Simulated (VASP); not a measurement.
Wanted: the native input for a VASP 6.6.1 run.

| Quantity | Value |
| --- | --- |
| Task | single point |
| Functional | PBEsol |
| Potentials or basis | VASP PAW PBE potentials, release 64 (Sn_d, O) |
| Cutoff | 520 eV |
| k mesh | 6 × 4 × 6 |
| Occupations | gaussian, width 0.01 eV |
| Spin | no spin polarisation |
| Dipole correction | no |
| Further INCAR settings | ALGO = Normal; EDIFF = 1e-07; NBANDS = 28 |

The structure of SnO lies in POSCAR:

```
SnO
1.0
    3.4315297176      0.0000000000      0.0000000000
    0.0000000000      5.8035253291      0.0000000000
    0.0000000000      0.0000000000      4.3182694278
Sn O
2 2
Direct
    0.0000000000      0.2319090000      0.5131440000
    0.5000000000      0.7680910000      0.0131440000
    0.0000000000      0.8912500000      0.7368570000
    0.5000000000      0.1087500000      0.2368570000
```

One way to write it, as run:

INCAR

```
SYSTEM = SnO
PREC = Accurate ; ENCUT = 520
EDIFF = 1E-7 ; ISMEAR = 0
SIGMA = 0.01 ; LREAL = .False.
LASPH = .True. ; NELM = 80
ALGO = Normal ; ISIF = 2
LWAVE = .False. ; LCHARG = .True.
GGA = PS ; LELF = .True.
LVHAR = .True. ; NBANDS = 28
```

KPOINTS

```
Automatic mesh
0
Gamma
  6 4 6
  0 0 0
```

Potentials or basis: VASP PAW PBE potentials, release 64 (Sn_d, O).

Run with:

```bash
$ cat potpaw_PBE.64/Sn_d/POTCAR potpaw_PBE.64/O/POTCAR > POTCAR
$ mpirun -np 1 vasp_std > vasp.out
```

Results of the run:

```
Pressure               : -7.0 GPa
Largest force          : 1.187 eV/Å
Band gap on the k mesh : 1.66 eV (least direct gap 2.41 eV)
```

Caveat: the cell stands under tension; the PAW data sets were made with another functional, which shifts forces and pressure a little; spin-orbit coupling is left out, which moves the levels of the heavy elements.

Wall time 4.7 min on 1 thread of Intel Xeon 8259CL (shared host), peak memory 0.25 GiB.
